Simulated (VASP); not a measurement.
# Re in VASP: a series of runs

The runs below take Re through single point, with BLYP.

Program: VASP 6.6.1. These are calculated values, not measurements. Logs are shortened: lines on timing, memory, paths and dates and some standing lists are left out, and cuts for length are marked.

## (1) The cell of the first run

The typed cell holds 2 atoms: a = 2.697 Å, b = 2.697 Å, c = 5.110 Å, α = 105.32°, β = 105.32°, γ = 119.98°.

## (2) Single point, BLYP (13.67 Å³/atom)

INCAR

```
PREC = Accurate
ENCUT = 520
EDIFF = 1E-7
ISMEAR = -1
SIGMA = 0.1
LREAL = F
LASPH = T
NELM = 100
ALGO = Normal
ISIF = 2
LWAVE = F
LCHARG = F
GGA = B5
ALDAX = 1.0
AGGAX = 1.0
AGGAC = 1.0
ALDAC = 0.0
NBANDS = 14
```

KPOINTS

```
Automatic mesh
0
Gamma
  16 16 8
```

POSCAR

```
Re
1.0
   -1.8132762854      1.4893180092      1.3292132971
    1.4893180092     -1.8132762854      1.3292132971
    3.3480380954      3.3480380954     -1.9225434732
Re
2
Direct
    0.9582632107      0.0417367893      1.0000000000
    0.7917367893      0.2082632107      0.5000000000
```

Potentials or basis: VASP PAW PBE potentials, release 64 (Re).

Started as:

```sh
$ cat potpaw_PBE.64/Re/POTCAR > POTCAR
$ mpirun -np 1 vasp_std > vasp.out
```

OUTCAR:

```text
PREC = Accurate
   ENCUT = 520
   EDIFF = 1E-7
   ISMEAR = -1
   LREAL = F
   LASPH = T
   NELM = 100
   ISIF = 2
   GGA = B5

 ion  position               nearest neighbor table
   1  0.958  0.042  0.000-   2 2.67   2 2.67   2 2.67   2 2.67   2 2.67   2 2.67
   2  0.792  0.208  0.500-   1 2.67   1 2.67   1 2.67   1 2.67   1 2.67   1 2.67

  Warning from LATTYP: Got some problem with cell dimensions!
  Tried to take original basis but could not verify dimensions!
  LATTYP: Found a base centered monoclinic cell.
 ALAT       =     2.6976155927
 B/A-ratio  =     1.7313710875
 C/A-ratio  =     1.6086591197
 COS(beta)  =    -0.0002614045

  Lattice vectors:

 A1 = (  -1.8132762854,   1.4893180092,   1.3292132971)
 A2 = (   1.4893180092,  -1.8132762854,   1.3292132971)
 A3 = (   3.0240798192,   3.0240798192,   0.7358831210)

Analysis of symmetry for initial positions (statically):
=====================================================================
 Subroutine PRICEL returns:
 Original cell was already a primitive cell.

 Routine SETGRP: Setting up the symmetry group for a
 base centered monoclinic supercell.

 Subroutine GETGRP returns: Found  4 space group operations
 (whereof  2 operations were pure point group operations)
 out of a pool of  4 trial point group operations.

The static configuration has the point symmetry C_2 .
 The point group associated with its full space group is C_2h.

Analysis of symmetry for dynamics (positions and initial velocities):
=====================================================================
 Subroutine PRICEL returns:
 Original cell was already a primitive cell.

 Routine SETGRP: Setting up the symmetry group for a
 base centered monoclinic supercell.

 Subroutine GETGRP returns: Found  4 space group operations
 (whereof  2 operations were pure point group operations)
 out of a pool of  4 trial point group operations.

The dynamic configuration has the point symmetry C_2 .
 The point group associated with its full space group is C_2h.

 Subroutine INISYM returns: Found  4 space group operations
 (whereof  2 operations are pure point group operations),
 and found     1 'primitive' translations

----------------------------------------------------------------------------------------

                                     Primitive cell

  volume of cell :      27.3379

  direct lattice vectors                    reciprocal lattice vectors
    -1.813276285  1.489318009  1.329213297    -0.035268108  0.267524155  0.404465284
     1.489318009 -1.813276285  1.329213297     0.267524155 -0.035268108  0.404465284
     3.348038095  3.348038095 -1.922543473     0.160577813  0.160577813  0.039136316

  length of vectors
     2.696821649  2.696821649  5.110273142     0.486215157  0.486215157  0.230438970

  position of ions in fractional coordinates (direct lattice)
     0.958263211  0.041736789  1.000000000
     0.791736789  0.208263211  0.500000000

  ion indices of the primitive-cell ions
   primitive index   ion index
                 1           1
                 2           2

----------------------------------------------------------------------------------------

 KPOINTS: Automatic mesh

Automatic generation of k-mesh.
 Grid dimensions read from file:
 generate k-points for:   16   16    8

 Generating k-lattice:

  Cartesian coordinates                     Fractional coordinates (reciprocal lattice)
    -0.002204257  0.016720260  0.025279080     0.062500000  0.000000000 -0.000000000
     0.016720260 -0.002204257  0.025279080     0.000000000  0.062500000 -0.000000000
     0.020072227  0.020072227  0.004892039    -0.000000000 -0.000000000  0.125000000

  Length of vectors
     0.030388447  0.030388447  0.028804871

  Shift w.r.t. Gamma in fractional coordinates (k-lattice)
     0.000000000  0.000000000  0.000000000

 Subroutine IBZKPT returns following result:
 ===========================================

 Found    554 irreducible k-points:

 Following reciprocal coordinates:
            Coordinates               Weight
  0.000000  0.000000  0.000000      1.000000
  0.062500  0.000000 -0.000000      4.000000
  0.125000  0.000000 -0.000000      4.000000
  0.187500  0.000000 -0.000000      4.000000
  0.250000  0.000000 -0.000000      4.000000
  0.312500  0.000000 -0.000000      4.000000
[... 16 lines left out ...]
 -0.125000  0.062500  0.000000      4.000000
 -0.062500  0.062500  0.000000      2.000000
 [... further k-points ...]
   k-points           NKPTS =    554   k-points in BZ     NKDIM =    554   number of bands    NBANDS=     14
   number of dos      NEDOS =    301   number of ions     NIONS =      2
   total plane-waves  NPLWV =  16000
   dimension x,y,z NGX =    20 NGY =   20 NGZ =   40
   dimension x,y,z NGXF=    40 NGYF=   40 NGZF=   80
   ions per type =               2
   NGX,Y,Z   is equivalent  to a cutoff of  12.33, 12.33, 13.01 a.u.
   NGXF,Y,Z  is equivalent  to a cutoff of  24.66, 24.66, 26.03 a.u.
 SYSTEM =  unknown system
   PREC   = accura    normal or accurate (medium, high low for compatibility)
   ISTART =      0    job   : 0-new  1-cont  2-samecut
   ICHARG =      2    charge: 1-file 2-atom 10-const
   ISPIN  =      1    spin polarized calculation?
   LNONCOLLINEAR =      F non collinear calculations
   LSORBIT =      F    spin-orbit coupling
   LASPH  =      T    aspherical Exc in radial PAW
   ENCUT  =  520.0 eV  38.22 Ry    6.18 a.u.   5.01  5.01  9.50*2*pi/ulx,y,z
   NELM   =    100;   NELMIN=  2; NELMDL= -5     # of ELM steps
   EDIFF  = 0.1E-06   stopping-criterion for ELM
   LREAL  =      F    real-space projection
   EDIFFG = 0.1E-05   stopping-criterion for IOM
   NSW    =      0    number of steps for IOM
   IBRION =     -1    ionic relax: 0-MD 1-quasi-New 2-CG
   NFREE  =      0    steps in history (QN), initial steepest desc. (CG)
   ISIF   =      2    stress and relaxation
   ISYM   =      2    0-nonsym 1-usesym 2-fastsym
   POTIM  = 0.5000    time-step for ionic-motion
   TEBEG  =    0.0;   TEEND  =   0.0 temperature during run
   PSTRESS=    0.0 pullay stress
   NELECT =      14.0000    total number of electrons
   NUPDOWN=      -1.0000    fix difference up-down
   EMIN   =  10.00;   EMAX   =-10.00  energy-range for DOS
   EFERMI =   0.00;   METHOD = LEGACY
   ISMEAR =    -1;   SIGMA  =   0.10  broadening in eV -4-tet -1-fermi 0-gaus
   EFERMI_NEDOS =   21; number of points for ismear=-14 and -15
   IALGO  =     38    algorithm
   IMIX   =      4    mixing-type and parameters
     AMIX     =   0.40;   BMIX     =  1.00
     AMIX_MAG =   1.60;   BMIX_MAG =  1.00
  volume/ion in A,a.u.               =      13.67        92.24
  Fermi-wavevector in a.u.,A,eV,Ry     =   1.309773  2.475112 23.340869  1.715505
  Thomas-Fermi vector in A             =   2.440349
   LORBIT       =      0    0 simple, 1 ext, 2 COOP (PROOUT), +10 PAW based schemes
   GGA     = B5    functional components
   LHFCALC =     F    Hartree Fock is set to
   AEXX    =    0.0000 exact exchange contribution
   IVDW    =     0    specifies the selected vdW correction
   LEPSILON=     F    determine dielectric tensor
   LRPA    =     F    only Hartree local field effects (RPA)
 non-spin polarized calculation
  energy-cutoff  :      520.00
  volume of cell :       27.34
 maximum number of plane-waves:       762
   NGX =  9   NGY =  9   NGZ = 19

 number of electron      13.9999999 magnetization

 Free energy of the ion-electron system (eV)
  ---------------------------------------------------
  ext. energy  EPLUGINS =         0.00000000
  ---------------------------------------------------
  free energy    TOTEN  =       -20.92659176 eV

  energy without entropy =      -20.87694086  energy(sigma->0) =      -20.90176631

 E-fermi :   9.4591     XC(G=0): -13.4287

 val. band max:        9.4547223187   @ k =  -0.0625  -0.1875   0.2500
 cond. band min:       9.4712503043   @ k =  -0.1250   0.2500   0.1250
 fundamental gap:      0.0165279856
 Fermi energy:         9.4591137044

 k-point     1 :       0.0000    0.0000    0.0000
  band No.  band energies     occupation
      1      -0.7263      2.00000
      2       2.3180      2.00000
      3       7.5994      2.00000
      4       7.6103      2.00000
      5       7.6593      2.00000
      6       8.5412      1.99979
      7       8.5485      1.99978
      8       9.5258      0.67830
      9       9.5341      0.64149
     10      10.6199      0.00002
     11      13.1013      0.00000
     12      13.1044      0.00000
     13      20.5509      0.00000
     14      23.9654      0.00000

 k-point     2 :       0.0625    0.0000   -0.0000
  band No.  band energies     occupation
      1      -0.4999      2.00000
      2       2.4920      2.00000
      3       7.1512      2.00000
      4       7.7335      2.00000
      5       7.9702      2.00000
      6       8.3571      1.99997
      7       8.6622      1.99931
      8       9.3445      1.51755
      9       9.4820      0.88598
     10       9.9522      0.01434
     11      13.2067      0.00000
     12      13.9267      0.00000
     13      20.7816      0.00000
     14      24.2174      0.00000

 k-point     3 :       0.1250    0.0000   -0.0000
  band No.  band energies     occupation
      1       0.1450      2.00000
      2       2.9771      2.00000
      3       6.6505      2.00000
      4       7.5298      2.00000
      5       7.8696      2.00000
      6       8.0454      2.00000
      7       8.8432      1.99578
      8       8.9576      1.98681
      9       9.5068      0.76577
     10       9.7579      0.09591
     11      13.4154      0.00000
     12      15.0910      0.00000
     13      21.3895      0.00000
     14      25.0012      0.00000

 k-point     4 :       0.1875    0.0000   -0.0000
  band No.  band energies     occupation
      1       1.0862      2.00000
      2       3.6198      2.00000
      3       6.2509      2.00000
      4       6.3253      2.00000
      5       7.3227      2.00000
      6       8.2896      1.99998
      7       8.6277      1.99951
      8       9.3988      1.29296
      9       9.9657      0.01254
     10      10.1907      0.00133
     11      13.5336      0.00000
     12      15.8299      0.00000
     13      22.0671      0.00000
     14      26.1668      0.00000

 k-point     5 :       0.2500    0.0000   -0.0000
  band No.  band energies     occupation
      1       2.0370      2.00000
      2       4.0270      2.00000
      3       5.2582      2.00000
      4       6.3158      2.00000
      5       6.8843      2.00000
      6       8.3734      1.99996
      7       8.5256      1.99982
      8      10.0973      0.00338
      9      10.7929      0.00000
     10      10.9375      0.00000
     11      13.4629      0.00000
[... 276 lines left out ...]
 k-point    22 :      -0.1875    0.0625    0.0000
  band No.  band energies     occupation
      1       0.6077      2.00000
      2       3.3837      2.00000
      3       6.2919      2.00000
      4       6.9434      2.00000
      5       7.7903      2.00000
      6       8.2525      1.99999
      7       8.6244      1.99953
      8       9.1546      1.90912
      9       9.7280      0.12732
     10       9.8183      0.05363
     11      13.5113      0.00000
     12      16.0310      0.00000
     13      21.3448      0.00000
     14      25.9148      0.00000

 k-point    23 :      -0.1250    0.0625    0.0000
  band No.  band energies     occupation
      1      -0.1609      2.00000
      2       2.8039      2.00000
      3       6.7617      2.00000
      4       8.0032      2.00000
      5       8.0831      2.00000
      6       8.1965      1.99999
      7       8.7416      1.99847
      8       8.9215      1.99079
      9       9.2109      1.84572
     10       9.7468      0.10657
     11      13.3467      0.00000
     12      15.0242      0.00000
     13      20.7765      0.00000
     14      24.9533      0.00000

 k-point    24 :      -0.0625    0.0625    0.0000
  band No.  band energies     occupation
      1      -0.5508      2.00000
      2       2.4825      2.00000
      3       7.1627      2.00000
      4       7.7613      2.00000
      5       8.0510      2.00000
      6       8.4241      1.99994
      7       8.6950      1.99904
      8       9.2515      1.77718
      9       9.3870      1.34567
     10      10.0252      0.00694
     11      13.2034      0.00000
     12      13.9845      0.00000
     13      20.5606      0.00000
     14      24.3623      0.00000

 [... further k-points ...]
[... 5 lines left out ...]
  --------------------------------------------------------------------------------------
  -------------------------------------------------------------------------------------
  Total       10.0912694     10.0912694     10.0024650      0.0180567      0.0205054      0.0205054
  in kB      591.4145655    591.4145655    586.2100458      1.0582423      1.2017488      1.2017484
  external PRESSURE =     589.6797256 kB  Pullay stress =       0.0000000 kB

 VOLUME and BASIS-vectors are now :
 -----------------------------------------------------------------------------
  energy-cutoff  :      520.00
  volume of cell :       27.34
      direct lattice vectors                 reciprocal lattice vectors
    -1.813276285  1.489318009  1.329213297    -0.035268108  0.267524155  0.404465284
     1.489318009 -1.813276285  1.329213297     0.267524155 -0.035268108  0.404465284
     3.348038095  3.348038095 -1.922543473     0.160577813  0.160577813  0.039136316

 POSITION                                       TOTAL-FORCE (eV/Angst)
 -----------------------------------------------------------------------------------
     -1.67544      1.35148      1.32921        -0.000347      0.000347     -0.000000
      0.54855      2.47553      0.36794         0.000347     -0.000347      0.000000
 -----------------------------------------------------------------------------------
    total drift:                                0.000000      0.000000     -0.000000

  FREE ENERGIE OF THE ION-ELECTRON SYSTEM (eV)
  ---------------------------------------------------
  free  energy   TOTEN  =       -20.9265917576 eV

  energy  without entropy=      -20.8769408579  energy(sigma->0) =      -20.90176631
```

Run time: 4.3 min. Hardware: 1 thread of Intel Xeon 8259CL, shared host; peak memory 0.31 GiB.

What came out:

| Item | Value |
| --- | --- |
| Free energy | -20.9266 eV |
| Pressure | 59.0 GPa |
| Band gap on the k mesh | zero (bands 7 and 8 overlap by 3.65 eV) |

Caveat: the cell stands under pressure; the PAW data sets were made with another functional, which shifts forces and pressure a little; spin-orbit coupling is left out, which moves the levels of the heavy elements.

## (3) Single point, BLYP (16.15 Å³/atom)

This run uses another cell than the first one, of 16.15 Å³/atom.

INCAR

```
AGGAC = 1.0
AGGAX = 1.0
ALDAC = 0.0
ALDAX = 1.0
ALGO = Normal
EDIFF = 1E-6
ENCUT = 520
GGA = B5
ISIF = 2
ISMEAR = -1
LASPH = True
LCHARG = True
LELF = True
LREAL = False
LVHAR = True
LWAVE = False
NBANDS = 14
NELM = 80
PREC = Accurate
SIGMA = 0.1
```

KPOINTS

```
k-points
0
Gamma
  16 16 8
```

POSCAR

```
Re
1.0
   -1.9171122288      1.5746027184      1.4053297267
    1.5746027184     -1.9171122288      1.4053297267
    3.5397610540      3.5397610540     -2.0326365224
Re
2
Direct
    0.9582632107      0.0417367893      1.0000000000
    0.7917367893      0.2082632107      0.5000000000
```

Potentials or basis: VASP PAW PBE potentials, release 64 (Re).

Started as:

```sh
$ cat potpaw_PBE.64/Re/POTCAR > POTCAR
$ mpirun -np 1 vasp_std > vasp.out
```

It took 5 min on 1 thread of Intel Xeon 8259CL, shared host; peak memory 0.35 GiB.

Results (log left out):

```yaml
Free_energy: -21.5284 eV
Pressure: -10.2 GPa
Band_gap_on_the_k_mesh: zero (bands 7 and 8 overlap by 2.86 eV)
```

Forces on the atoms (eV/Å):
```
Re  -0.002  0.002  0.000
Re   0.002 -0.002  0.000
```

Stress tensor (GPa, compression positive):
```
-10.24  -0.35  -0.03
 -0.35 -10.24  -0.03
 -0.03  -0.03 -10.16
```

Levels at points of the mesh, in eV from the Fermi level:
| k point | band 5 | band 6 | band 7 | band 8 | band 9 | band 10 |
| --- | --- | --- | --- | --- | --- | --- |
| (0.00, 0.00, 0.00) | -1.38 | -0.69 | -0.68 | 0.08 | 0.09 | 0.80 |
| (0.50, 0.00, 0.00) | 0.32 | 0.32 | 0.94 | 0.95 | 3.61 | 3.61 |
| (0.50, 0.50, 0.00) | -1.51 | -1.18 | -0.54 | 3.34 | 3.73 | 3.80 |
| (0.00, 0.00, 0.50) | -1.54 | -1.54 | -1.53 | -1.53 | 2.15 | 2.15 |
| (0.50, 0.00, 0.50) | -1.51 | -1.19 | -0.54 | 3.34 | 3.73 | 3.80 |
| (0.50, 0.50, 0.50) | 0.31 | 0.31 | 0.94 | 0.94 | 3.61 | 3.61 |

Caveat: the cell stands under tension; the PAW data sets were made with another functional, which shifts forces and pressure a little; spin-orbit coupling is left out, which moves the levels of the heavy elements.

## (4) Single point, BLYP (16.78 Å³/atom)

This run uses another cell than the first one, of 16.78 Å³/atom.

INCAR

```
SYSTEM = Re
PREC = Accurate
ENCUT = 520
EDIFF = 1E-7
ISMEAR = -1
SIGMA = 0.1
LREAL = .FALSE.
LASPH = .TRUE.
NELM = 100
ALGO = Normal
ISIF = 2
LWAVE = .FALSE.
LCHARG = .TRUE.
GGA = B5
ALDAX = 1.0
AGGAX = 1.0
AGGAC = 1.0
ALDAC = 0.0
LELF = .TRUE.
LVHAR = .TRUE.
NBANDS = 14
```

KPOINTS

```
Automatic mesh
0
G
  16 16 8
  0 0 0
```

POSCAR

```
Re
1.0
   -1.9413820487      1.5945365145      1.4231205993
    1.5945365145     -1.9413820487      1.4231205993
    3.5845729131      3.5845729131     -2.0583688303
Re
2
Direct
    0.9582632107      0.0417367893      1.0000000000
    0.7917367893      0.2082632107      0.5000000000
```

Started as:

```sh
$ cat potpaw_PBE.64/Re/POTCAR > POTCAR
$ mpirun -np 1 vasp_std > vasp.out
```

Wall time 7.2 min (1 thread of Intel Xeon 8259CL, shared host); peak memory 0.36 GiB.

The run converged. Its results:

```
Free energy            : -21.4115 eV
Pressure               : -19.8 GPa
Band gap on the k mesh : zero (bands 7 and 8 overlap by 2.71 eV)
```

Forces on the atoms (eV/Å):
```
Re  -0.002  0.002  0.000
Re   0.002 -0.002  0.000
```

Stress tensor (GPa, compression positive):
```
-19.83  -0.45  -0.06
 -0.45 -19.83  -0.06
 -0.06  -0.06 -19.61
```

Levels at points of the mesh, in eV from the Fermi level:
```tsv
k point	band 3	band 4	band 5	band 6	band 7	band 8	band 9	band 10	band 11	band 12
(0.00, 0.00, 0.00)	-1.32	-1.32	-1.30	-0.65	-0.65	0.08	0.09	0.76	2.74	2.75
(0.50, 0.00, 0.00)	-3.38	-3.38	0.31	0.31	0.89	0.89	3.40	3.40	3.99	3.99
(0.50, 0.50, 0.00)	-4.31	-1.64	-1.47	-1.13	-0.52	3.14	3.51	3.58	5.00	5.99
(0.00, 0.00, 0.50)	-1.97	-1.97	-1.45	-1.45	-1.44	-1.44	2.03	2.03	2.03	2.03
(0.50, 0.00, 0.50)	-4.31	-1.63	-1.48	-1.13	-0.52	3.14	3.51	3.58	5.00	5.98
(0.50, 0.50, 0.50)	-3.38	-3.38	0.30	0.30	0.89	0.89	3.40	3.40	4.00	4.00
```

Caveat: the cell stands under tension; the PAW data sets were made with another functional, which shifts forces and pressure a little; spin-orbit coupling is left out, which moves the levels of the heavy elements.

(Part 1 of 2 ends here.)
